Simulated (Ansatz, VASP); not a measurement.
# Ti in VASP and in Ansatz

File INCAR:

```
  PREC = Accurate
  ENCUT = 520
  EDIFF = 1E-8
  ISMEAR = -1
  SIGMA = 0.05
  LREAL = F
  LASPH = T
  NELM = 80
  ALGO = Normal
  ISIF = 2
  LWAVE = F
  LCHARG = F
  LEFG = T
  NBANDS = 12
```

File KPOINTS:

```
Automatic mesh
0
Gamma
  14 14 14
```

Contents of POSCAR:

```
Ti
1.0
   -0.0203000000      2.0198500000      2.0198500000
    2.0198500000     -0.0203000000      2.0198500000
    2.0198500000      2.0198500000     -0.0203000000
Ti
1
Direct
    0.0000000000      0.0000000000      0.0000000000
```

Input for Ansatz:

```yaml
crystal:
  lattice:
    - [-0.0203, 2.01985, 2.01985]
    - [2.01985, -0.0203, 2.01985]
    - [2.01985, 2.01985, -0.0203]
  atoms:
    - { symbol: Ti, position: [0.0, 0.0, 0.0] }
kpoints:
  mp_grid: { grid: [14, 14, 14] }
scf:
  occupations: { method: fermi_dirac, width: 0.05 }
hamiltonian:
  xc: lda
  pseudopotentials: { kind: paw }
output:
  forces: true
  stress: true
  eigenvalues: true
  efg: { contact_densities: true }
```

Change from the starting cell: equal xy, yz and zx shear strains of -1 %, PAW files.

Alike in both runs: task electric field gradients; functional LDA; k mesh 14 × 14 × 14; occupations fermi-dirac, width 0.05 eV; no spin polarisation.

```csv
,VASP,Ansatz
version,VASP 6.6.1,Ansatz 0.2.0
potentials or method,"VASP PAW LDA potentials, release 64 (Ti_sv)","PAW with Ansatz's default frozen-core files, scalar-relativistic"
plane-wave cutoff (eV),520,420
valence electrons in the cell,12,12
```

Ansatz gave:

* pressure (GPa): -4.9
* traceless stress, the component that is largest in VASP (GPa): 0.53
* size of Vzz on the site where it differs most (V/Å²): 4.2

Q: Which values does VASP return?

A: Pressure (GPa): -5.0; traceless stress, the component that is largest in VASP (GPa): 0.52; size of Vzz on the site where it differs most (V/Å²): 4.1.

LDA's correlation is that of Perdew and Zunger in VASP and of Perdew and Wang (1992) in Ansatz.
